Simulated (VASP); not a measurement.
# Ti3O4 (Cmmm) in VASP: further runs, part 2 of 2

VASP 6.6.1. Earlier steps stand in the parts before.

### Step 4. Single point, PBEsol (atoms displaced along a vibrational mode)

INCAR reads:

```
SYSTEM = Ti3O4
PREC = Accurate
ENCUT = 520
EDIFF = 1E-6
ISMEAR = 0
SIGMA = 0.15
LREAL = .FALSE.
LASPH = .TRUE.
NELM = 60
ALGO = Normal
ISIF = 2
LWAVE = .FALSE.
LCHARG = .FALSE.
GGA = PS
NBANDS = 39
```

KPOINTS reads:

```
regular mesh
0
G
  8 8 14
  0 0 0
```

POSCAR reads:

```
Ti3O4
1.0
    2.9128162305     -4.0303540204      0.0000000000
    2.9128162305      4.0303540204      0.0000000000
    0.0000000000      0.0000000000      2.9690273776
Ti O
3 4
Direct
    0.0000000000      0.0000000000      0.5000000000
    0.5000000000      0.0000000000      0.0000000000
    0.0000000000      0.5000000000      0.0000000000
    0.7567280541      0.7567280541      0.0000000000
    0.2514330404      0.7485669596      0.5000000000
    0.2432719459      0.2432719459      0.0000000000
    0.7485669596      0.2514330404      0.5000000000
```

Potentials or basis: VASP PAW PBE potentials, release 64 (Ti_sv, O).

Command:

```bash
$ cat potpaw_PBE.64/Ti_sv/POTCAR potpaw_PBE.64/O/POTCAR > POTCAR
$ mpirun -np 1 vasp_std > vasp.out
```

OUTCAR:

```text
SYSTEM = Ti3O4
   PREC = Accurate
   ENCUT = 520
   EDIFF = 1E-6
   ISMEAR = 0
   LREAL = .FALSE.
   LASPH = .TRUE.
   NELM = 60
   ISIF = 2
   GGA = PS

 ion  position               nearest neighbor table
   1  0.000  0.000  0.500-   5 2.03   7 2.03   6 2.05   4 2.05   4 2.05   6 2.05   2 2.90   3 2.90
                             2 2.90   3 2.90   3 2.90   3 2.90   2 2.90   2 2.90
   2  0.500  0.000  0.000-   4 2.02   6 2.02   5 2.08   7 2.08   5 2.08   7 2.08   1 2.90   1 2.90
                             1 2.90   1 2.90   3 2.91   3 2.91
[... 1226 lines left out ...]
  Total       -0.4976636      2.2291431      0.0123370      0.0000000      0.0000000      0.0000000
  in kB      -11.4378919     51.2327943      0.2835443      0.0000000      0.0000000      0.0000000
  external PRESSURE =      13.3594822 kB  Pullay stress =       0.0000000 kB

 VOLUME and BASIS-vectors are now :
 -----------------------------------------------------------------------------
  energy-cutoff  :      520.00
  volume of cell :       69.71
      direct lattice vectors                 reciprocal lattice vectors
     2.912816230 -4.030354020  0.000000000     0.171655182 -0.124058581  0.000000000
     2.912816230  4.030354020  0.000000000     0.171655182  0.124058581  0.000000000
     0.000000000  0.000000000  2.969027378     0.000000000  0.000000000  0.336810636

 POSITION                                       TOTAL-FORCE (eV/Angst)
 -----------------------------------------------------------------------------------
      0.00000      0.00000      1.48451        -0.000000      0.000000     -0.000000
      1.45641     -2.01518      0.00000        -0.000000      0.000000     -0.000000
      1.45641      2.01518      0.00000        -0.000000      0.000000     -0.000000
      4.40842      0.00000      0.00000         0.319530      0.000000     -0.000000
      2.91282      2.00363      1.48451        -0.000000     -0.697429      0.000000
      1.41721      0.00000      0.00000        -0.319530      0.000000      0.000000
      2.91282     -2.00363      1.48451        -0.000000      0.697429     -0.000000
 -----------------------------------------------------------------------------------
    total drift:                                0.000000     -0.000000     -0.000000

  FREE ENERGIE OF THE ION-ELECTRON SYSTEM (eV)
  ---------------------------------------------------
  free  energy   TOTEN  =       -65.8872125075 eV

  energy  without entropy=      -65.8522360514  energy(sigma->0) =      -65.86972428
```

OSZICAR:

```text
N       E                     dE             d eps       ncg     rms          rms(c)
DAV:   1     0.894125367323E+03    0.89413E+03   -0.30358E+04 13144   0.192E+03
DAV:   2     0.719172169974E+02   -0.82221E+03   -0.78502E+03 13440   0.584E+02
DAV:   3    -0.680714374525E+02   -0.13999E+03   -0.13707E+03 17425   0.217E+02
DAV:   4    -0.779556209910E+02   -0.98842E+01   -0.98211E+01 20656   0.580E+01
DAV:   5    -0.783904755755E+02   -0.43485E+00   -0.43431E+00 18615   0.988E+00    0.308E+01
DAV:   6    -0.663390543634E+02    0.12051E+02   -0.83607E+01 19520   0.739E+01    0.125E+01
DAV:   7    -0.668221816379E+02   -0.48313E+00   -0.14777E+01 20110   0.295E+01    0.116E+01
DAV:   8    -0.659483261067E+02    0.87386E+00   -0.53697E+00 18861   0.157E+01    0.675E+00
DAV:   9    -0.658819578018E+02    0.66368E-01   -0.59164E-01 16843   0.626E+00    0.819E-01
DAV:  10    -0.658844687843E+02   -0.25110E-02   -0.86689E-02 18502   0.192E+00    0.643E-01
DAV:  11    -0.658867222344E+02   -0.22535E-02   -0.81046E-03 17189   0.792E-01    0.235E-01
DAV:  12    -0.658872100009E+02   -0.48777E-03   -0.12485E-03 17339   0.303E-01    0.465E-02
DAV:  13    -0.658872079256E+02    0.20753E-05   -0.22322E-04 18776   0.907E-02    0.178E-02
DAV:  14    -0.658872126562E+02   -0.47306E-05   -0.56482E-05 19375   0.499E-02    0.106E-02
DAV:  15    -0.658872126248E+02    0.31369E-07   -0.11973E-05 15748   0.233E-02    0.533E-03
DAV:  16    -0.658872125075E+02    0.11733E-06   -0.14766E-06 10191   0.127E-02
   1 F= -.65887213E+02 E0= -.65869724E+02  d E =-.349765E-01
```

Wall time 14 min (1 thread of Intel Xeon 8259CL, shared host); peak memory 0.44 GiB.

Results:

```
Free energy            : -65.8872 eV
Pressure               : 1.3 GPa
Largest force          : 0.697 eV/Å
Band gap on the k mesh : zero (bands 30 and 31 overlap by 1.24 eV)
```

Forces on the atoms (eV/Å):
```
Ti   0.000  0.000  0.000
Ti   0.000  0.000  0.000
Ti   0.000  0.000  0.000
O    0.320  0.000  0.000
O    0.000 -0.697  0.000
O   -0.320  0.000  0.000
O    0.000  0.697  0.000
```

Stress tensor (GPa, compression positive):
```
-1.14  0.00  0.00
 0.00  5.12  0.00
 0.00  0.00  0.03
```

Levels at points of the mesh, in eV from the Fermi level:
| k point | band 28 | band 29 | band 30 | band 31 | band 32 | band 33 |
| --- | --- | --- | --- | --- | --- | --- |
| (0.00, 0.00, 0.00) | -3.90 | -2.66 | -0.38 | -0.03 | 0.35 | 0.86 |
| (0.50, 0.00, 0.00) | -4.23 | -0.80 | -0.63 | 0.22 | 0.39 | 0.55 |
| (0.50, 0.50, 0.00) | -4.54 | -2.39 | -0.05 | 0.65 | 0.68 | 1.03 |
| (0.00, 0.00, 0.50) | -5.04 | 0.56 | 0.60 | 0.69 | 0.70 | 0.80 |
| (0.50, 0.00, 0.50) | -4.69 | -0.75 | -0.65 | 0.45 | 0.46 | 1.63 |
| (0.50, 0.50, 0.50) | -4.89 | -2.30 | -2.10 | 1.18 | 1.54 | 1.66 |

Caveat: the cell differs from its parent crystal (atoms displaced along a vibrational mode); the stress differs along the axes, from -1 to 5 GPa; the PAW data sets were made with another functional, which shifts forces and pressure a little; semilocal functionals often make such compounds metallic where correlation or magnetic order opens a gap, which also shifts bond lengths.

### Step 5. Overview

| cell | gap on the mesh (eV) | pressure (GPa) | largest force (eV/Å) |
| --- | --- | --- | --- |
| as given, atomic positions A | none | 2.4 | 1.54 |
| as given, atomic positions B | none | 0.8 | 0.86 |
| as given, atomic positions C | none | 1.3 | 0.70 |

Alike in all rows: task single point; level PBEsol; potentials or basis VASP PAW PBE potentials, release 64 (Ti_sv, O); no spin polarisation; k mesh 8 × 8 × 14; cutoff (eV) 520; smearing gaussian 0.15 eV.

Caveats: the PAW data sets were made with another functional, which shifts forces and pressure a little; semilocal functionals often make such compounds metallic where correlation or magnetic order opens a gap, which also shifts bond lengths; the stress differs along the axes, from -2 to 11 GPa (at least some runs); the stress differs along the axes, from -4 to 4 GPa (at least some runs); the stress differs along the axes, from -1 to 5 GPa (at least some runs).

Absolute energies hang on the potentials; compare differences alone.
